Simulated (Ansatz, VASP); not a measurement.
AlN: VASP beside Ansatz

```
CELL_PARAMETERS angstrom
0.00000 1.99435 1.99435
1.99435 0.00000 1.99435
1.99435 1.99435 0.00000
ATOMIC_POSITIONS crystal
Al 0.00000 0.00000 0.00000
N 0.50000 0.50000 0.50000
```

Change from the starting cell: volume scaled by 1.025.

Alike in both runs: task single point; functional PBE; k mesh 10 × 10 × 10; occupations fermi-dirac, width 0.02 eV; no spin polarisation.

```csv
,VASP,Ansatz
version,VASP 6.6.1,Ansatz 0.2.0
potentials or method,"VASP PAW PBE potentials, release 64 (Al, N), cutoff 520 eV","all-electron LAPW, scalar-relativistic"
```

Ansatz gave:

- gap on the k mesh at the Fermi level (eV): 5.02
- pressure (GPa): 17.3

Task: What did VASP give for the same quantities?

Result: gap on the k mesh at the Fermi level (eV): 5.01; pressure (GPa): 17.0.

Ansatz ran all-electron here, and VASP with PAW potentials.
